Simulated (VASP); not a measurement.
# Sb (R-3m) in VASP: notebook

The runs below take Sb through electric field gradients, with PBEsol.

Everything below comes from runs of VASP 6.6.1. Logs are shortened: lines on timing, memory, paths and dates and some standing lists are left out, and cuts for length are marked.

**1. The cell of the first run**

It takes space group R-3m (No. 166, trigonal). The conventional cell has a = 4.287 Å, b = 4.287 Å, c = 11.194 Å, α = 90.00°, β = 90.00°, γ = 120.00°. Within 3.8 Å of Sb (site symmetry 3m) lie 6 Sb at 2.89 to 3.33 Å.

**2. Electric field gradients, PBEsol (volume scaled by 0.99)**

Contents of INCAR:

```
SYSTEM = Sb
PREC = Accurate
ENCUT = 400
EDIFF = 1E-8
ISMEAR = -1
SIGMA = 0.05
LREAL = .False.
LASPH = .True.
NELM = 120
ALGO = Normal
ISIF = 2
LWAVE = .False.
LCHARG = .False.
GGA = PS
LEFG = .True.
NBANDS = 12
GGA_COMPAT = .False.
```

Contents of KPOINTS:

```
Automatic mesh
0
Gamma
  9 9 9
  0 0 0
```

Contents of POSCAR:

```
Sb
1.0
    2.1434076350      1.2374969751      3.7314781673
   -2.1434076350      1.2374969751      3.7314781673
    0.0000000000     -2.4749939500      3.7314781673
Sb
2
Direct
    0.2336400000      0.2336400000      0.2336400000
    0.7663600000      0.7663600000      0.7663600000
```

Potentials or basis: VASP PAW PBE potentials, release 64 (Sb).

Run with:

```bash
> cat potpaw_PBE.64/Sb/POTCAR > POTCAR
> mpirun -np 1 vasp_std > vasp.out
```

OUTCAR:

```text
SYSTEM = Sb
   PREC = Accurate
   ENCUT = 400
   EDIFF = 1E-8
   ISMEAR = -1
   LREAL = .False.
   LASPH = .True.
   NELM = 120
   ISIF = 2
   GGA = PS

 ion  position               nearest neighbor table
   1  0.234  0.234  0.234-   2 2.89   2 2.89   2 2.89   2 3.33   2 3.33   2 3.33
   2  0.766  0.766  0.766-   1 2.89   1 2.89   1 2.89   1 3.33   1 3.33   1 3.33

  LATTYP: Found a trigonal (rhomboedric) cell.
 ALAT       =     4.4776695240
 COS(alpha) =     0.5417151843

  Lattice vectors:

 A1 = (   2.1434076350,   1.2374969751,   3.7314781673)
 A2 = (  -2.1434076350,   1.2374969751,   3.7314781673)
 A3 = (   0.0000000000,  -2.4749939500,   3.7314781673)

Analysis of symmetry for initial positions (statically):
=====================================================================
 Subroutine PRICEL returns:
 Original cell was already a primitive cell.

 Routine SETGRP: Setting up the symmetry group for a
 trigonal (rhombohedral) supercell.

 Subroutine GETGRP returns: Found 12 space group operations
 (whereof 12 operations were pure point group operations)
 out of a pool of 12 trial point group operations.

The static configuration has the point symmetry D_3d.

Analysis of symmetry for dynamics (positions and initial velocities):
=====================================================================
 Subroutine PRICEL returns:
 Original cell was already a primitive cell.

 Routine SETGRP: Setting up the symmetry group for a
 trigonal (rhombohedral) supercell.

 Subroutine GETGRP returns: Found 12 space group operations
 (whereof 12 operations were pure point group operations)
 out of a pool of 12 trial point group operations.

The dynamic configuration has the point symmetry D_3d.

 Subroutine INISYM returns: Found 12 space group operations
 (whereof 12 operations are pure point group operations),
 and found     1 'primitive' translations

----------------------------------------------------------------------------------------

                                     Primitive cell

  volume of cell :      59.3856

  direct lattice vectors                    reciprocal lattice vectors
     2.143407635  1.237496975  3.731478167     0.233273406  0.134680464  0.089330104
    -2.143407635  1.237496975  3.731478167    -0.233273406  0.134680464  0.089330104
     0.000000000 -2.474993950  3.731478167     0.000000000 -0.269360928  0.089330104

  length of vectors
     4.477669524  4.477669524  4.477669524     0.283787204  0.283787204  0.283787204

  position of ions in fractional coordinates (direct lattice)
     0.233640000  0.233640000  0.233640000
     0.766360000  0.766360000  0.766360000

  ion indices of the primitive-cell ions
   primitive index   ion index
                 1           1
                 2           2

----------------------------------------------------------------------------------------

 KPOINTS: Automatic mesh

Automatic generation of k-mesh.
 Grid dimensions read from file:
 generate k-points for:    9    9    9

 Generating k-lattice:

  Cartesian coordinates                     Fractional coordinates (reciprocal lattice)
     0.025919267  0.014964496  0.009925567     0.111111111  0.000000000  0.000000000
    -0.025919267  0.014964496  0.009925567     0.000000000  0.111111111  0.000000000
     0.000000000 -0.029928992  0.009925567     0.000000000  0.000000000  0.111111111

  Length of vectors
     0.031531912  0.031531912  0.031531912

  Shift w.r.t. Gamma in fractional coordinates (k-lattice)
     0.000000000  0.000000000  0.000000000

 Subroutine IBZKPT returns following result:
 ===========================================

 Found     85 irreducible k-points:

 Following reciprocal coordinates:
            Coordinates               Weight
  0.000000  0.000000  0.000000      1.000000
  0.111111  0.000000 -0.000000      6.000000
  0.222222 -0.000000 -0.000000      6.000000
  0.333333  0.000000 -0.000000      6.000000
  0.444444 -0.000000 -0.000000      6.000000
  0.111111  0.111111  0.000000      6.000000
[... 16 lines left out ...]
 -0.333333  0.333333  0.000000      6.000000
  0.444444  0.444444 -0.000000      6.000000
 [... further k-points ...]
   k-points           NKPTS =     85   k-points in BZ     NKDIM =     85   number of bands    NBANDS=     12
   number of dos      NEDOS =    301   number of ions     NIONS =      2
   total plane-waves  NPLWV =  27000
   dimension x,y,z NGX =    30 NGY =   30 NGZ =   30
   dimension x,y,z NGXF=    60 NGYF=   60 NGZF=   60
   ions per type =               2
   NGX,Y,Z   is equivalent  to a cutoff of  11.14, 11.14, 11.14 a.u.
   NGXF,Y,Z  is equivalent  to a cutoff of  22.28, 22.28, 22.28 a.u.
 SYSTEM =  Sb
   PREC   = accura    normal or accurate (medium, high low for compatibility)
   ISTART =      0    job   : 0-new  1-cont  2-samecut
   ICHARG =      2    charge: 1-file 2-atom 10-const
   ISPIN  =      1    spin polarized calculation?
   LNONCOLLINEAR =      F non collinear calculations
   LSORBIT =      F    spin-orbit coupling
   LASPH  =      T    aspherical Exc in radial PAW
   ENCUT  =  400.0 eV  29.40 Ry    5.42 a.u.   7.30  7.30  7.30*2*pi/ulx,y,z
   NELM   =    120;   NELMIN=  2; NELMDL= -5     # of ELM steps
   EDIFF  = 0.1E-07   stopping-criterion for ELM
   LREAL  =      F    real-space projection
   EDIFFG = 0.1E-06   stopping-criterion for IOM
   NSW    =      0    number of steps for IOM
   IBRION =     -1    ionic relax: 0-MD 1-quasi-New 2-CG
   NFREE  =      0    steps in history (QN), initial steepest desc. (CG)
   ISIF   =      2    stress and relaxation
   ISYM   =      2    0-nonsym 1-usesym 2-fastsym
   POTIM  = 0.5000    time-step for ionic-motion
   TEBEG  =    0.0;   TEEND  =   0.0 temperature during run
   PSTRESS=    0.0 pullay stress
   NELECT =      10.0000    total number of electrons
   NUPDOWN=      -1.0000    fix difference up-down
   EMIN   =  10.00;   EMAX   =-10.00  energy-range for DOS
   EFERMI =   0.00;   METHOD = LEGACY
   ISMEAR =    -1;   SIGMA  =   0.05  broadening in eV -4-tet -1-fermi 0-gaus
   EFERMI_NEDOS =   21; number of points for ismear=-14 and -15
   IALGO  =     38    algorithm
   IMIX   =      4    mixing-type and parameters
     AMIX     =   0.40;   BMIX     =  1.00
     AMIX_MAG =   1.60;   BMIX_MAG =  1.00
  volume/ion in A,a.u.               =      29.69       200.38
  Fermi-wavevector in a.u.,A,eV,Ry     =   0.904026  1.708362 11.119549  0.817264
  Thomas-Fermi vector in A             =   2.027423
   LORBIT       =      0    0 simple, 1 ext, 2 COOP (PROOUT), +10 PAW based schemes
   GGA     = PS    functional components
   LHFCALC =     F    Hartree Fock is set to
   AEXX    =    0.0000 exact exchange contribution
   IVDW    =     0    specifies the selected vdW correction
   LEPSILON=     F    determine dielectric tensor
   LRPA    =     F    only Hartree local field effects (RPA)
 non-spin polarized calculation
  energy-cutoff  :      400.00
  volume of cell :       59.39
 maximum number of plane-waves:      1089
 NGX is ok and might be reduce to    30
   NGX = 15   NGY = 15   NGZ = 15

 number of electron      10.0000002 magnetization

 Free energy of the ion-electron system (eV)
  ---------------------------------------------------
  ext. energy  EPLUGINS =         0.00000000
  ---------------------------------------------------
  free energy    TOTEN  =        -9.11334204 eV

  energy without entropy =       -9.11144010  energy(sigma->0) =       -9.11239107

 E-fermi :   7.3466     XC(G=0):  -9.7373

 val. band max:        7.3080636769   @ k =   0.3333   0.2222   0.2222
 cond. band min:       7.3512624964   @ k =   0.4444  -0.0000  -0.0000
 fundamental gap:      0.0431988195
 Fermi energy:         7.3466241710

 k-point     1 :       0.0000    0.0000    0.0000
  band No.  band energies     occupation
      1      -5.5188      2.00000
      2       2.6370      2.00000
      3       5.2611      2.00000
      4       5.5246      2.00000
      5       5.5246      2.00000
      6       9.4252      0.00000
      7      10.0757      0.00000
      8      10.0757      0.00000
      9      12.3918      0.00000
     10      12.3918      0.00000
     11      12.5643      0.00000
     12      13.7823      0.00000

 k-point     2 :       0.1111    0.0000   -0.0000
  band No.  band energies     occupation
      1      -5.3800      2.00000
      2       2.0054      2.00000
      3       5.2983      2.00000
      4       5.4905      2.00000
      5       5.7731      2.00000
      6       9.3588      0.00000
      7       9.7114      0.00000
      8       9.7497      0.00000
      9      11.8762      0.00000
     10      12.3190      0.00000
     11      12.4422      0.00000
     12      14.7575      0.00000

 k-point     3 :       0.2222   -0.0000   -0.0000
  band No.  band energies     occupation
      1      -4.9664      2.00000
      2       0.6999      2.00000
      3       5.3085      2.00000
      4       5.4240      2.00000
      5       6.1967      2.00000
      6       8.7971      0.00000
      7       8.9407      0.00000
      8       9.0047      0.00000
      9      12.0129      0.00000
     10      12.6109      0.00000
     11      13.0794      0.00000
     12      16.6151      0.00000
[... 286 lines left out ...]
 k-point    23 :      -0.3333    0.3333    0.0000
  band No.  band energies     occupation
      1      -2.4050      2.00000
      2      -2.2151      2.00000
      3       2.1606      2.00000
      4       4.4691      2.00000
      5       4.7409      2.00000
      6       9.5503      0.00000
      7       9.9261      0.00000
      8      12.4410      0.00000
      9      12.8383      0.00000
     10      13.7882      0.00000
     11      15.1798      0.00000
     12      17.4124      0.00000

 k-point    24 :       0.4444    0.4444   -0.0000
  band No.  band energies     occupation
      1      -3.2425      2.00000
      2      -0.5704      2.00000
      3       1.9731      2.00000
      4       3.5799      2.00000
      5       3.6484      2.00000
      6       8.8040      0.00000
      7      12.2982      0.00000
      8      12.8420      0.00000
      9      13.9669      0.00000
     10      15.9778      0.00000
     11      17.0239      0.00000
     12      18.1880      0.00000

 [... further k-points ...]
[... 5 lines left out ...]
  --------------------------------------------------------------------------------------
  -------------------------------------------------------------------------------------
  Total        0.5400220      0.5400220      0.2839425     -0.0000000      0.0000000      0.0000000
  in kB       14.5693774     14.5693774      7.6605499     -0.0000000      0.0000000      0.0000000
  external PRESSURE =      12.2664349 kB  Pullay stress =       0.0000000 kB

 VOLUME and BASIS-vectors are now :
 -----------------------------------------------------------------------------
  energy-cutoff  :      400.00
  volume of cell :       59.39
      direct lattice vectors                 reciprocal lattice vectors
     2.143407635  1.237496975  3.731478167     0.233273406  0.134680464  0.089330104
    -2.143407635  1.237496975  3.731478167    -0.233273406  0.134680464  0.089330104
     0.000000000 -2.474993950  3.731478167     0.000000000 -0.269360928  0.089330104

 POSITION                                       TOTAL-FORCE (eV/Angst)
 -----------------------------------------------------------------------------------
      0.00000      0.00000      2.61547         0.000000      0.000000      0.256628
      0.00000      0.00000      8.57897         0.000000     -0.000000     -0.256628
 -----------------------------------------------------------------------------------
    total drift:                                0.000000     -0.000000      0.000000

  FREE ENERGIE OF THE ION-ELECTRON SYSTEM (eV)
  ---------------------------------------------------
  free  energy   TOTEN  =        -9.1133420396 eV

  energy  without entropy=       -9.1114401029  energy(sigma->0) =       -9.11239107

 Electric field gradients (V/A^2)
---------------------------------------------------------------------
 ion       V_xx      V_yy      V_zz      V_xy      V_xz      V_yz
---------------------------------------------------------------------
   1      21.619    21.619   -43.238    -0.000    -0.000    -0.000
   2      21.619    21.619   -43.238    -0.000    -0.000    -0.000
---------------------------------------------------------------------

 Electric field gradients after diagonalization (V/A^2)
 (convention: |V_zz| > |V_xx| > |V_yy|)
----------------------------------------------------------------------
 ion       V_xx      V_yy      V_zz     asymmetry (V_yy - V_xx)/ V_zz
----------------------------------------------------------------------
   1      21.619    21.619   -43.238       0.000
   2      21.619    21.619   -43.238       0.000
----------------------------------------------------------------------

           NMR quadrupolar parameters

 Cq : quadrupolar parameter    Cq=e*Q*V_zz/h
 eta: asymmetry parameters     (V_yy - V_xx)/ V_zz
 Q  : nuclear electric quadrupole moment in mb (millibarn)
----------------------------------------------------------------------
 ion       Cq(MHz)       eta       Q (mb)
----------------------------------------------------------------------
   1      -0.105       0.000       1.000
   2      -0.105       0.000       1.000
----------------------------------------------------------------------
```

It took 84 s on 1 thread of Intel Xeon 8259CL, shared host; peak memory 0.18 GiB.

What came out:

```yaml
Free_energy: -9.1133 eV
Pressure: 1.2 GPa
Largest_force: 0.257 eV/Å
Band_gap_on_the_k_mesh: 0.04 eV, indirect (least direct gap 0.48 eV)
```

Forces in eV/Å, atoms in the order of the input:
```
Sb   0.000  0.000  0.257
Sb   0.000  0.000 -0.257
```

Stress tensor (GPa, compression positive):
```
1.46 0.00 0.00
0.00 1.46 0.00
0.00 0.00 0.77
```

Levels at points of the mesh, in eV from the valence-band top:
```
           k point  band 3  band 4  band 5  band 6  band 7  band 8
(0.00, 0.00, 0.00)   -2.05   -1.78   -1.78    2.12    2.77    2.77
```

Electric field gradients, principal values (V/Å²):
| atom | least | middle | greatest (by size) |
| --- | --- | --- | --- |
| 1 Sb | 21.619 | 21.619 | -43.238 |
| 2 Sb | 21.619 | 21.619 | -43.238 |

Caveat: without QUAD_EFG the Cq values of the log hold for a quadrupole moment of 1 mb, not for the nuclei; the PAW data sets were made with another functional, which shifts forces and pressure a little; spin-orbit coupling is left out, which moves the levels of the heavy elements.

(Part 1 of 2 ends here.)
